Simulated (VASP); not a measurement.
# LuSiRh3 (P1) in VASP: further runs

LuSiRh3 is run at these levels: PBEsol; tasks: single point.

All numbers are computed with VASP 6.6.1; they aren't measurements. Logs are shortened: lines on timing, memory, paths and dates and some standing lists are left out, and cuts for length are marked.

**1. The cell of the first run**

The typed cell holds 5 atoms: a = 4.312 Å, b = 4.384 Å, c = 4.252 Å, α = 88.29°, β = 91.15°, γ = 91.72°.

**2. Single point, PBEsol**

Input file INCAR:

```
ALGO = Normal ; EDIFF = 1E-6
ENCUT = 520 ; GGA = PS
GGA_COMPAT = F ; ISIF = 2
ISMEAR = -1 ; LASPH = T
LCHARG = F ; LREAL = F
LWAVE = F ; NBANDS = 45
NELM = 120 ; PREC = Accurate
SIGMA = 0.05
```

Input file KPOINTS:

```
k-points
0
Gamma
  4 3 4
```

Input file POSCAR:

```
LuSiRh3
1.0
    4.3109720000     -0.0649770000     -0.0423890000
   -0.0649770000      4.3832580000      0.0639310000
   -0.0423890000      0.0639310000      4.2517200000
Rh Si Lu
3 1 1
Direct
   -0.0183683648      0.5195831082      0.5261870292
    0.4985882310      0.9772122139      0.4809640575
    0.4900952956      0.4863869161      0.0269912994
    0.4989627803      0.4604969609      0.5534422544
    1.0040076480      1.0010234386      0.0039481553
```

Potentials or basis: VASP PAW PBE potentials, release 64 (Rh_pv, Si, Lu).

Started as:

```bash
$ cat potpaw_PBE.64/Rh_pv/POTCAR potpaw_PBE.64/Si/POTCAR potpaw_PBE.64/Lu/POTCAR > POTCAR
$ mpirun -np 1 vasp_std > vasp.out
```

OUTCAR:

```text
EDIFF = 1E-6
   ENCUT = 520
   GGA = PS
   ISIF = 2
   ISMEAR = -1
   LASPH = T
   LREAL = F
   NELM = 120
   PREC = Accurate

 ion  position               nearest neighbor table
   1  0.982  0.520  0.526-   4 2.09   4 2.25   2 2.93   2 2.96   5 2.97   3 2.97   5 3.01   5 3.02
                             3 3.03   3 3.03   3 3.09   2 3.12   5 3.23   2 3.32
   2  0.499  0.977  0.481-   4 2.15   4 2.28   3 2.91   5 2.92   3 2.93   1 2.93   1 2.96   5 3.00
                             5 3.08   5 3.12   3 3.12   1 3.12   3 3.27   1 3.32
   3  0.490  0.486  0.027-   4 2.02   4 2.24   2 2.91   2 2.93   5 2.94   1 2.97   1 3.03   1 3.03
                             1 3.09   5 3.12   2 3.12   5 3.12   5 3.12   2 3.27
   4  0.499  0.460  0.553-   3 2.02   1 2.09   2 2.15   3 2.24   1 2.25   2 2.28   5 3.46
   5  0.004  0.001  0.004-   2 2.92   3 2.94   1 2.97   2 3.00   1 3.01   1 3.02   2 3.08   3 3.12
                             2 3.12   3 3.12   3 3.12   1 3.23   4 3.46

  LATTYP: Found a triclinic cell.
 ALAT       =     4.3116700271
 B/A-ratio  =     1.3903979066
 C/A-ratio  =     1.0168231107
 COS(alpha) =     0.0004884468
 COS(beta)  =     0.0300284343
 COS(gamma) =     0.7050157231

  Lattice vectors:

 A1 = (   4.3109720000,  -0.0649770000,  -0.0423890000)
 A2 = (   4.2685830000,  -0.0010460000,   4.2093310000)
 A3 = (   0.0649770000,  -4.3832580000,  -0.0639310000)

Analysis of symmetry for initial positions (statically):
=====================================================================
 Subroutine PRICEL returns:
 Original cell was already a primitive cell.

 Routine SETGRP: Setting up the symmetry group for a
 triclinic supercell.

 Subroutine GETGRP returns: Found  1 space group operations
 (whereof  1 operations were pure point group operations)
 out of a pool of  2 trial point group operations.

The static configuration has the point symmetry C_1 .

Analysis of symmetry for dynamics (positions and initial velocities):
=====================================================================
 Subroutine PRICEL returns:
 Original cell was already a primitive cell.

 Routine SETGRP: Setting up the symmetry group for a
 triclinic supercell.

 Subroutine GETGRP returns: Found  1 space group operations
 (whereof  1 operations were pure point group operations)
 out of a pool of  2 trial point group operations.

The dynamic configuration has the point symmetry C_1 .

[... 96 lines left out ...]
   ISTART =      0    job   : 0-new  1-cont  2-samecut
   ICHARG =      2    charge: 1-file 2-atom 10-const
   ISPIN  =      1    spin polarized calculation?
   LNONCOLLINEAR =      F non collinear calculations
   LSORBIT =      F    spin-orbit coupling
   LASPH  =      T    aspherical Exc in radial PAW
   ENCUT  =  520.0 eV  38.22 Ry    6.18 a.u.   8.02  8.15  7.91*2*pi/ulx,y,z
   NELM   =    120;   NELMIN=  2; NELMDL= -5     # of ELM steps
   EDIFF  = 0.1E-05   stopping-criterion for ELM
   LREAL  =      F    real-space projection
[... 7 lines left out ...]
   TEBEG  =    0.0;   TEEND  =   0.0 temperature during run
   PSTRESS=    0.0 pullay stress
   NELECT =      74.0000    total number of electrons
   NUPDOWN=      -1.0000    fix difference up-down
   EMIN   =  10.00;   EMAX   =-10.00  energy-range for DOS
   EFERMI =   0.00;   METHOD = LEGACY
   ISMEAR =    -1;   SIGMA  =   0.05  broadening in eV -4-tet -1-fermi 0-gaus
   EFERMI_NEDOS =   21; number of points for ismear=-14 and -15
   IALGO  =     38    algorithm
   IMIX   =      4    mixing-type and parameters
     AMIX     =   0.40;   BMIX     =  1.00
     AMIX_MAG =   1.60;   BMIX_MAG =  1.00
  volume/ion in A,a.u.               =      16.06       108.38
  Fermi-wavevector in a.u.,A,eV,Ry     =   1.593128  3.010576 34.532377  2.538058
  Thomas-Fermi vector in A             =   2.691406
   LORBIT       =      0    0 simple, 1 ext, 2 COOP (PROOUT), +10 PAW based schemes
   GGA     = PS    functional components
   LHFCALC =     F    Hartree Fock is set to
   AEXX    =    0.0000 exact exchange contribution
   IVDW    =     0    specifies the selected vdW correction
   LEPSILON=     F    determine dielectric tensor
   LRPA    =     F    only Hartree local field effects (RPA)
 non-spin polarized calculation
  energy-cutoff  :      520.00
  volume of cell :       80.30
 maximum number of plane-waves:      2173
   NGX = 17   NGY = 17   NGZ = 15

 number of electron      74.0000007 magnetization

 Free energy of the ion-electron system (eV)
  ---------------------------------------------------
  ext. energy  EPLUGINS =         0.00000000
  ---------------------------------------------------
  free energy    TOTEN  =       -37.62902633 eV

  energy without entropy =      -37.62341532  energy(sigma->0) =      -37.62622083

 E-fermi :   8.1864     XC(G=0): -12.7550

 val. band max:        8.1539476779   @ k =   0.5000   0.3333   0.5000
 cond. band min:       8.3748396384   @ k =   0.0000   0.0000   0.0000
 fundamental gap:      0.2208919604
 Fermi energy:         8.1863751890

 k-point     1 :       0.0000    0.0000    0.0000
  band No.  band energies     occupation
      1     -47.6860      2.00000
      2     -38.4624      2.00000
      3     -38.3244      2.00000
      4     -38.1740      2.00000
      5     -37.6634      2.00000
      6     -37.6437      2.00000
[... 1141 lines left out ...]
     44      13.7549      0.00000
     45      14.3889      0.00000

 [... further k-points ...]

------------------------ aborting loop because EDIFF is reached ----------------------------------------

  FORCE on cell =-STRESS in cart. coord.  units (eV):
  Direction    XX          YY          ZZ          XY          YZ          ZX
  --------------------------------------------------------------------------------------
  -------------------------------------------------------------------------------------
  Total        4.3104336      1.9136894      8.9170574      0.6378441      0.6295265     -0.0899832
  in kB       86.0057844     38.1837133    177.9214332     12.7268601     12.5608996     -1.7954278
  external PRESSURE =     100.7036436 kB  Pullay stress =       0.0000000 kB

 VOLUME and BASIS-vectors are now :
 -----------------------------------------------------------------------------
  energy-cutoff  :      520.00
  volume of cell :       80.30
      direct lattice vectors                 reciprocal lattice vectors
     4.310972000 -0.064977000 -0.042389000     0.232039840  0.003406742  0.002262176
    -0.064977000  4.383258000  0.063931000     0.003406742  0.228240865 -0.003397980
    -0.042389000  0.063931000  4.251720000     0.002262176 -0.003397980  0.235272579

 POSITION                                       TOTAL-FORCE (eV/Angst)
 -----------------------------------------------------------------------------------
      4.17572      2.24732      2.22881         2.312239      0.196092     -0.691120
      2.06552      4.28172      2.08626         0.020233     -1.072854      0.030518
      2.08004      2.10184      0.12508        -0.128036      0.840048      3.152961
      2.09763      2.02144      2.36137        -1.979228      0.138803     -2.539952
      0.01704      0.00448      0.01668        -0.225209     -0.102088      0.047593
 -----------------------------------------------------------------------------------
    total drift:                               -0.001007      0.000345     -0.001730

  FREE ENERGIE OF THE ION-ELECTRON SYSTEM (eV)
  ---------------------------------------------------
  free  energy   TOTEN  =       -37.6290263322 eV

  energy  without entropy=      -37.6234153237  energy(sigma->0) =      -37.62622083
```

It took 2.6 min on 1 thread of Intel Xeon 8259CL, shared host; peak memory 0.25 GiB.

Results:

| Item | Value |
| --- | --- |
| Free energy | -37.6290 eV |
| Pressure | 10.1 GPa |
| Largest force | 3.265 eV/Å |
| Band gap on the k mesh | zero (bands 37 and 38 overlap by 0.05 eV) |

Forces in eV/Å, atoms in the order of the input:
```
Rh   2.312  0.196 -0.691
Rh   0.020 -1.073  0.031
Rh  -0.128  0.840  3.153
Si  -1.979  0.139 -2.540
Lu  -0.225 -0.102  0.048
```

Caveat: the k points lie up to 0.48 Å⁻¹ apart; the PAW data sets were made with another functional, which shifts forces and pressure a little; spin-orbit coupling is left out, which moves the levels of the heavy elements.

**3. Single point, PBEsol**

Input file INCAR:

```
PREC = Accurate ; ENCUT = 520
EDIFF = 1E-6 ; ISMEAR = -1
SIGMA = 0.05 ; LREAL = F
LASPH = T ; NELM = 120
ALGO = Normal ; ISIF = 2
LWAVE = F ; LCHARG = T
GGA = PS ; LELF = T
LVHAR = T ; NBANDS = 45
GGA_COMPAT = F
```

Input file KPOINTS:

```
regular mesh
0
Gamma
  4 3 4
```

Input file POSCAR:

```
LuSiRh3
1.0
    4.3109720000     -0.0649770000     -0.0423890000
   -0.0649770000      4.3832580000      0.0639310000
   -0.0423890000      0.0639310000      4.2517200000
Rh Si Lu
3 1 1
Direct
   -0.0355621906      0.5265340112      0.5141614943
    0.4973452695      0.9666105294      0.4965457723
    0.4988881085      0.4852930624      0.0298846343
    0.4633840979      0.4385100672      0.5333648503
    1.0125415242      1.0148025830      0.0053865915
```

Potentials or basis: VASP PAW PBE potentials, release 64 (Rh_pv, Si, Lu).

Started as:

```bash
$ cat potpaw_PBE.64/Rh_pv/POTCAR potpaw_PBE.64/Si/POTCAR potpaw_PBE.64/Lu/POTCAR > POTCAR
$ mpirun -np 1 vasp_std > vasp.out
```

OUTCAR:

```text
PREC = Accurate
   ENCUT = 520
   EDIFF = 1E-6
   ISMEAR = -1
   LREAL = F
   LASPH = T
   NELM = 120
   ISIF = 2
   GGA = PS

 ion  position               nearest neighbor table
   1  0.964  0.527  0.514-   4 2.19   4 2.20   2 2.83   3 2.85   2 2.96   3 3.00   5 3.00   5 3.03
                             5 3.03   2 3.13   3 3.13   3 3.15   5 3.18
   2  0.497  0.967  0.497-   4 2.09   4 2.32   1 2.83   5 2.93   3 2.94   1 2.96   3 2.97   3 3.05
                             5 3.05   5 3.08   5 3.08   1 3.13   3 3.26
   3  0.499  0.485  0.030-   4 2.13   4 2.15   1 2.85   5 2.90   2 2.94   2 2.97   1 3.00   2 3.05
                             5 3.08   1 3.13   1 3.15   5 3.16   5 3.17   2 3.26
   4  0.463  0.439  0.533-   2 2.09   3 2.13   3 2.15   1 2.19   1 2.20   2 2.32   5 3.31
   5  0.013  0.015  0.005-   3 2.90   2 2.93   1 3.00   1 3.03   1 3.03   2 3.05   3 3.08   2 3.08
                             2 3.08   3 3.16   3 3.17   1 3.18   4 3.31

  LATTYP: Found a triclinic cell.
 ALAT       =     4.3116700271
 B/A-ratio  =     1.3903979066
 C/A-ratio  =     1.0168231107
 COS(alpha) =     0.0004884468
 COS(beta)  =     0.0300284343
 COS(gamma) =     0.7050157231

  Lattice vectors:

[... 185 lines left out ...]
 val. band max:        8.2149189707   @ k =   0.0000   0.0000   0.0000
 cond. band min:       8.4284597835   @ k =   0.0000   0.0000   0.0000
 fundamental gap:      0.2135408127
 Fermi energy:         8.2527457056

 k-point     1 :       0.0000    0.0000    0.0000
  band No.  band energies     occupation
      1     -47.6904      2.00000
      2     -38.3996      2.00000
      3     -38.2465      2.00000
      4     -38.2225      2.00000
      5     -37.6673      2.00000
      6     -37.6410      2.00000
[... 1141 lines left out ...]
     44      13.7842      0.00000
     45      14.4165      0.00000

 [... further k-points ...]

------------------------ aborting loop because EDIFF is reached ----------------------------------------

  FORCE on cell =-STRESS in cart. coord.  units (eV):
  Direction    XX          YY          ZZ          XY          YZ          ZX
  --------------------------------------------------------------------------------------
  -------------------------------------------------------------------------------------
  Total        3.1999322      3.8194614      6.3285784     -0.5044496      0.3044686      0.4864784
  in kB       63.8480274     76.2094511    126.2736901    -10.0652482      6.0750406      9.7066710
  external PRESSURE =      88.7770562 kB  Pullay stress =       0.0000000 kB

 VOLUME and BASIS-vectors are now :
 -----------------------------------------------------------------------------
  energy-cutoff  :      520.00
  volume of cell :       80.30
      direct lattice vectors                 reciprocal lattice vectors
     4.310972000 -0.064977000 -0.042389000     0.232039840  0.003406742  0.002262176
    -0.064977000  4.383258000  0.063931000     0.003406742  0.228240865 -0.003397980
    -0.042389000  0.063931000  4.251720000     0.002262176 -0.003397980  0.235272579

 POSITION                                       TOTAL-FORCE (eV/Angst)
 -----------------------------------------------------------------------------------
      4.10166      2.27814      2.17885         0.818017      0.288398     -0.075936
      2.06019      4.23633      2.15189         0.427915     -2.078272     -0.086609
      2.11789      2.09666      0.13694         0.210904      1.015117     -0.162030
      1.94653      1.92609      2.27611        -1.052241      1.102460      0.273341
      0.05288      0.06441      0.02332        -0.404595     -0.327703      0.051234
 -----------------------------------------------------------------------------------
    total drift:                                0.001133      0.001152     -0.000894

  FREE ENERGIE OF THE ION-ELECTRON SYSTEM (eV)
  ---------------------------------------------------
  free  energy   TOTEN  =       -37.8613772245 eV

  energy  without entropy=      -37.8560527467  energy(sigma->0) =      -37.85871499
```

Wall time 2.7 min (1 thread of Intel Xeon 8259CL, shared host); peak memory 0.25 GiB.

What came out:

* Free energy: -37.8614 eV
* Pressure: 8.9 GPa
* Largest force: 2.124 eV/Å

Forces in eV/Å, atoms in the order of the input:
```
Rh   0.818  0.288 -0.076
Rh   0.428 -2.078 -0.087
Rh   0.211  1.015 -0.162
Si  -1.052  1.102  0.273
Lu  -0.405 -0.328  0.051
```

Levels at points of the mesh, in eV from the Fermi level:
| k point | band 35 | band 36 | band 37 | band 38 | band 39 | band 40 |
| --- | --- | --- | --- | --- | --- | --- |
| (0.00, 0.00, 0.00) | -0.93 | -0.30 | -0.13 | -0.04 | 0.18 | 2.82 |
| (0.50, 0.00, 0.00) | -1.21 | -1.03 | -0.42 | 1.00 | 1.55 | 2.80 |
| (0.00, 0.00, 0.50) | -1.30 | -0.93 | -0.55 | 1.33 | 1.54 | 2.87 |
| (0.50, 0.00, 0.50) | -1.30 | -1.08 | -0.62 | 0.71 | 0.98 | 1.84 |

Caveat: the k points lie up to 0.48 Å⁻¹ apart; the PAW data sets were made with another functional, which shifts forces and pressure a little; spin-orbit coupling is left out, which moves the levels of the heavy elements.
